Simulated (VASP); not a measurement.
# In2As2H in VASP: notebook, part 2 of 2

VASP 6.6.1. Earlier steps stand in the parts before.

### Step 4. Single point, PBE+D3(BJ)

INCAR reads:

```
PREC = Accurate
ENCUT = 520
EDIFF = 1E-6
ISMEAR = 0
SIGMA = 0.1
LREAL = False
LASPH = True
NELM = 100
ALGO = Normal
ISIF = 2
LWAVE = False
LCHARG = False
LDIPOL = True
IDIPOL = 3
DIPOL = 0.5 0.5 0.338
GGA = PE
IVDW = 12
NBANDS = 26
```

KPOINTS reads:

```
regular mesh
0
Gamma
  6 6 1
```

POSCAR reads:

```
In2As2H
1.0
    4.3220706691      0.0000000000      0.0000000000
   -2.1610353346      3.7430229964      0.0000000000
    0.0000000000      0.0000000000     21.7386927198
As In H
2 2 1
Direct
    0.0000000000      0.0000000000      0.1840037049
    0.3333333333      0.6666666667      0.3557112058
    0.3333333333      0.6666666667      0.2245875152
    0.6666666667      0.3333333333      0.3881876812
    0.6666666667      1.0000000000      0.5399907378
```

Potentials or basis: VASP PAW PBE potentials, release 64 (As, In_d, H).

Command:

```console
$ cat potpaw_PBE.64/As/POTCAR potpaw_PBE.64/In_d/POTCAR potpaw_PBE.64/H/POTCAR > POTCAR
$ mpirun -np 1 vasp_std > vasp.out
```

OUTCAR:

```text
PREC = Accurate
   ENCUT = 520
   EDIFF = 1E-6
   ISMEAR = 0
   LREAL = False
   LASPH = True
   NELM = 100
   ISIF = 2
   GGA = PE
   IVDW = 12
 IVDW          = 12

 ion  position               nearest neighbor table
   1  0.000  0.000  0.184-   3 2.65   3 2.65   3 2.65
   2  0.333  0.667  0.356-   4 2.59   4 2.59   4 2.59   3 2.85
   3  0.333  0.667  0.225-   1 2.65   1 2.65   1 2.65   2 2.85
   4  0.667  0.333  0.388-   2 2.59   2 2.59   2 2.59
   5  0.667  0.000  0.540-

  LATTYP: Found a hexagonal cell.
 ALAT       =     4.3220706691
 C/A-ratio  =     5.0296939555

  Lattice vectors:

 A1 = (   4.3220706691,   0.0000000000,   0.0000000000)
 A2 = (  -2.1610353346,   3.7430229964,   0.0000000000)
 A3 = (   0.0000000000,   0.0000000000,  21.7386927198)

Analysis of symmetry for initial positions (statically):
=====================================================================
 Subroutine PRICEL returns:
 Original cell was already a primitive cell.

 Routine SETGRP: Setting up the symmetry group for a
 hexagonal supercell.

 Subroutine GETGRP returns: Found  1 space group operations
 (whereof  1 operations were pure point group operations)
 out of a pool of 24 trial point group operations.

The static configuration has the point symmetry C_1 .

Analysis of symmetry for dynamics (positions and initial velocities):
=====================================================================
 Subroutine PRICEL returns:
 Original cell was already a primitive cell.

 Routine SETGRP: Setting up the symmetry group for a
 hexagonal supercell.

 Subroutine GETGRP returns: Found  1 space group operations
 (whereof  1 operations were pure point group operations)
 out of a pool of 24 trial point group operations.

The dynamic configuration has the point symmetry C_1 .

 Subroutine INISYM returns: Found  1 space group operations
 (whereof  1 operations are pure point group operations),
 and found     1 'primitive' translations

[... 121 lines left out ...]
   LHFCALC =     F    Hartree Fock is set to
   AEXX    =    0.0000 exact exchange contribution
   IVDW    =    12    specifies the selected vdW correction
   LEPSILON=     F    determine dielectric tensor
   LRPA    =     F    only Hartree local field effects (RPA)
 non-spin polarized calculation
 Gauss-broadening in eV      SIGMA  =   0.10
  energy-cutoff  :      520.00
  volume of cell :      351.68
 maximum number of plane-waves:      9486
   NGX = 17   NGY = 17   NGZ = 81

 dipolmoment           0.000000      0.000000     -0.003396 electrons x Angstroem

 number of electron      36.9999995 magnetization

 dipolmoment           0.000000      0.000000      0.087780 electrons x Angstroem

 Free energy of the ion-electron system (eV)
  ---------------------------------------------------
  ext. energy  EPLUGINS =         0.00000000
  ---------------------------------------------------
  free energy    TOTEN  =       -14.63741784 eV

  energy without entropy =      -14.59427205  energy(sigma->0) =      -14.61584495

 E-fermi :  -2.7080     XC(G=0):  -3.9347

 val. band max:       -2.7172758297   @ k =  -0.3333   0.1667   0.0000
 cond. band min:      -2.7056139092   @ k =  -0.1667   0.5000   0.0000
 fundamental gap:      0.0116619205
 Fermi energy:        -2.7079829059

 k-point     1 :       0.0000    0.0000    0.0000
  band No.  band energies     occupation
      1     -17.5481      2.00000
      2     -17.4586      2.00000
      3     -17.4516      2.00000
      4     -17.3726      2.00000
      5     -17.3657      2.00000
      6     -16.6183      2.00000
[... 569 lines left out ...]
     25       3.2968      0.00000
     26       3.7154      0.00000

------------------------ aborting loop because EDIFF is reached ----------------------------------------

 vacuum level on the upper side and lower side of the slab       (xc-potential included)         0.317        -0.664

 Edisp (eV)   -0.86615

 E8    (eV) :    -0.4108

  FORCE on cell =-STRESS in cart. coord.  units (eV):
  Direction    XX          YY          ZZ          XY          YZ          ZX
  --------------------------------------------------------------------------------------
  -------------------------------------------------------------------------------------
  Total      -0.31053    -0.26545    -1.67620     0.17958     0.32268    -0.17228
  in kB      -1.41469    -1.20935    -7.63641     0.81814     1.47004    -0.78485
  external pressure =       -3.42 kB  Pullay stress =        0.00 kB

 VOLUME and BASIS-vectors are now :
 -----------------------------------------------------------------------------
  energy-cutoff  :      520.00
  volume of cell :      351.68
      direct lattice vectors                 reciprocal lattice vectors
     4.322070669  0.000000000  0.000000000     0.231370581  0.133581867  0.000000000
    -2.161035335  3.743022996  0.000000000     0.000000000  0.267163734  0.000000000
     0.000000000  0.000000000 21.738692720     0.000000000  0.000000000  0.046000926

 POSITION                                       TOTAL-FORCE (eV/Angst)
 -----------------------------------------------------------------------------------
      0.00000      0.00000      4.00000        -0.003977      0.014753      0.069446
     -0.00000      2.49535      7.73270        -0.004169     -0.024298     -0.223240
     -0.00000      2.49535      4.88224        -0.000243     -0.007989      0.054303
      2.16104      1.24767      8.43869         0.067368     -0.086271      0.501930
      2.88138      0.00000     11.73869        -0.058979      0.103806     -0.402439
 -----------------------------------------------------------------------------------
    total drift:                               -0.000019      0.000087     -0.000081

  FREE ENERGIE OF THE ION-ELECTRON SYSTEM (eV)
  ---------------------------------------------------
  free  energy   TOTEN  =       -15.5035708499 eV

  energy  without entropy=      -15.4604250550  energy(sigma->0) =      -15.48199795

 vacuum level on the upper side and lower side of the slab         3.780         2.793
```

stdout:

```text
POSCAR found type information on POSCAR AsInH
 POSCAR found :  3 types and       5 ions
 scaLAPACK will be used
 LDA part: xc-table for (Slater+PW92), standard interpolation
 POSCAR, INCAR and KPOINTS ok, starting setup
 FFT: planning ... GRIDC
 FFT: planning ... GRID_SOFT
 FFT: planning ... GRID
 WAVECAR not read
 entering main loop
```

It took 3.3 min on 1 thread of Intel Xeon 6975P-C (Granite Rapids), shared host; peak memory 0.5 GiB.

What came out:

```yaml
Free_energy: -15.5036 eV
Largest_force: 0.514 eV/Å
Band_gap_on_the_k_mesh: zero (an odd number of electrons rules out a gap without spin polarisation)
Dispersion_energy_per_atom: -0.173 eV
```

Forces in eV/Å, atoms in the order of the input:
```
As  -0.004  0.015  0.069
As  -0.004 -0.024 -0.223
In   0.000 -0.008  0.054
In   0.067 -0.086  0.502
H   -0.059  0.104 -0.402
```

Caveat: spin-orbit coupling is left out, which moves the levels of the heavy elements.

### Step 5. The runs side by side

| cell | gap on the mesh (eV) | largest force (eV/Å) |
| --- | --- | --- |
| as given, atomic positions A | none | 0.67 |
| as given, atomic positions B | none | 0.40 |
| as given, atomic positions C | none | 0.51 |

Alike in all rows: task single point; level PBE+D3(BJ); potentials or basis VASP PAW PBE potentials, release 64 (As, In_d, H); no spin polarisation; k mesh 6 × 6 × 1; cutoff (eV) 520; smearing gaussian 0.1 eV.

Caveats: spin-orbit coupling is left out, which moves the levels of the heavy elements.

Absolute energies hang on the potentials; compare differences alone.
